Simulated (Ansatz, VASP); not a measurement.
## Mg3Te2 in VASP and in Ansatz

```
CELL_PARAMETERS angstrom
4.37520 0.00000 0.00000
-2.18760 3.78903 0.00000
0.00000 0.00000 7.60066
ATOMIC_POSITIONS crystal
Mg 0.50000 0.00000 0.50000
Mg 0.00000 0.50000 0.50000
Mg 0.50000 0.50000 0.50000
Te 0.00000 0.00000 0.28428
Te 0.00000 0.00000 0.71572
```

Alike in both runs: task single point; functional PBE; k mesh 6 × 6 × 2; occupations gaussian, width 0.1 eV; no spin polarisation.

|  | VASP | Ansatz |
| --- | --- | --- |
| version | VASP 6.6.1 | Ansatz 0.2.0 |
| potentials or method | VASP PAW PBE potentials, release 64 (Mg, Te), cutoff 520 eV | scalar-relativistic, plane waves, PAW |
| valence electrons in the cell | 18 | 62 |

Ansatz gave:

```
gap on the k mesh at the Fermi level (eV) : none
rms of the force components (eV/Å)        : 1.423
```

Estimate VASP's values.

gap on the k mesh at the Fermi level (eV): none; rms of the force components (eV/Å): 1.451.

Atom by atom the forces differ by 0.029 eV/Å (rms over components). A gap of «none» marks a metal or a gap that the smearing closes. With one functional, cell and mesh, what is left measures potentials, basis and numerics. VASP's potentials hold 18 valence electrons a cell and Ansatz's 62, so a difference there can come from the potentials and not from the codes.

The k mesh is coarse, so the values compare programs but aren't converged. Neither program's run includes spin-orbit coupling.
